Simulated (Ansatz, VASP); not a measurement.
## Two plane-wave programs on MgO

POSCAR

```
MgO
1.0
    0.0000000000      2.1021086852      2.0390454246
    2.1021086852      0.0000000000      2.0390454246
    2.1021086852      2.1021086852      0.0000000000
Mg O
1 1
Direct
    0.0000000000      0.0000000000      0.0000000000
    0.5000000000      0.5000000000      0.5000000000
```

Contents of INCAR.step1:

```
PREC = Accurate
ENCUT = 520
ISMEAR = 0
SIGMA = 0.05
LREAL = False
LASPH = True
NELM = 60
NBANDS = 11
GGA = PE
ALGO = Normal
EDIFF = 1E-4
LWAVE = True
LCHARG = False
```

INCAR.step2

```
PREC = Accurate
ENCUT = 520
EDIFF = 1E-7
ISMEAR = 0
SIGMA = 0.05
LREAL = False
LASPH = True
NELM = 60
ALGO = Normal
ISIF = 2
LWAVE = False
LCHARG = False
METAGGA = R2SCAN
LMIXTAU = True
NBANDS = 11
ISTART = 1
```

KPOINTS

```
regular mesh
0
Gamma
  10 10 10
```

Input for Ansatz:

```yaml
crystal:
  lattice:
    - [0.0, 2.1021086852, 2.0390454246]
    - [2.1021086852, 0.0, 2.0390454246]
    - [2.1021086852, 2.1021086852, 0.0]
  atoms:
    - { symbol: Mg, position: [0.0, 0.0, 0.0] }
    - { symbol: O, position: [0.5, 0.5, 0.5] }
basis:
  ecutwfc: 500
kpoints:
  mp_grid: { grid: [10, 10, 10] }
hamiltonian:
  xc: r2scan
scf:
  occupations: { method: gaussian, width: 0.05 }
output:
  forces: true
  stress: true
  eigenvalues: true
```

Change from the starting cell: strain -0.0300 x Voigt [0, 0, 1, 0, 0, 0], atoms carried along.

Alike in both runs: task single point; functional r2SCAN; k mesh 10 × 10 × 10; occupations gaussian, width 0.05 eV; no spin polarisation.

|  | VASP | Ansatz |
| --- | --- | --- |
| version | VASP 6.6.1 | Ansatz 0.2.0 |
| potentials or method | VASP PAW PBE potentials, release 64 (Mg, O), cutoff 520 eV | scalar-relativistic, plane waves, PAW |
| valence electrons in the cell | 8 | 16 |

```csv
,VASP,Ansatz,Ansatz less VASP
gap on the k mesh at the Fermi level (eV),5.95,5.97,+0.025
least direct gap on the mesh (eV),5.95,5.97,+0.025
pressure (GPa),4.6,5.8,+1.15
"traceless stress, the component that is largest in VASP (GPa)",5.51,5.49,-0.017
```

VASP's potentials were made for PBE, not for r2SCAN. With one functional, cell and mesh, what is left measures potentials, basis and numerics. VASP's potentials hold 8 valence electrons a cell and Ansatz's 16, so a difference there can come from the potentials and not from the codes.
